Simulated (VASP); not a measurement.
A run of VASP 6.6.1 is set up as follows.

INCAR

```
SYSTEM = InSb
ALGO     = Normal         ! electronic algorithm
EDIFF    = 1E-6           ! SCF threshold, eV
ENCUT    = 520            ! plane-wave cutoff, eV
GGA      = PE             ! functional
ISIF     = 2              ! what is computed and relaxed
ISMEAR   = 0              ! smearing method
IVDW     = 12             ! dispersion correction
LASPH    = .TRUE.         ! aspherical terms in the spheres
LCHARG   = .TRUE.         ! write CHGCAR
LELF     = .TRUE.         ! ELF
LREAL    = .FALSE.        ! projectors in reciprocal space
LVHAR    = .TRUE.       
LWAVE    = .FALSE.        ! write WAVECAR
NBANDS   = 26             ! bands
NELM     = 100            ! most SCF steps
PREC     = Accurate       ! precision mode
SIGMA    = 0.05           ! smearing width, eV
```

File KPOINTS:

```
k-points
0
G
  4 4 8
  0 0 0
```

File POSCAR:

```
InSb
1.0
    5.6136723635      0.0000000000      0.0000000000
    0.0000000000      5.6155361663      0.0000000000
    0.0000000000      0.0000000000      3.4042778309
In Sb
2 2
Direct
    0.0000000000      0.0000000000      0.0007039329
    0.5000000000      0.5000000000     -0.0007039329
    0.5000000000      0.0000000000      0.6600467134
    0.0000000000      0.5000000000      0.3399532866
```

Potentials or basis: VASP PAW PBE potentials, release 64 (In_d, Sb).

Launch:

```bash
$ cat potpaw_PBE.64/In_d/POTCAR potpaw_PBE.64/Sb/POTCAR > POTCAR
$ mpirun -np 1 vasp_std > vasp.out
```

(1) What does it give for the largest force?

(2) Predict the dispersion energy per atom.

(3) Estimate the band gap on the k mesh.

Results:

(1) 0.004 eV/Å.

(2) -0.424 eV.

(3) zero (band 18 reaches 9.79 eV, above the bottom of band 19 at 6.34 eV).

Caveat: three body term missing; spin-orbit coupling is left out, which moves the levels of the heavy elements.
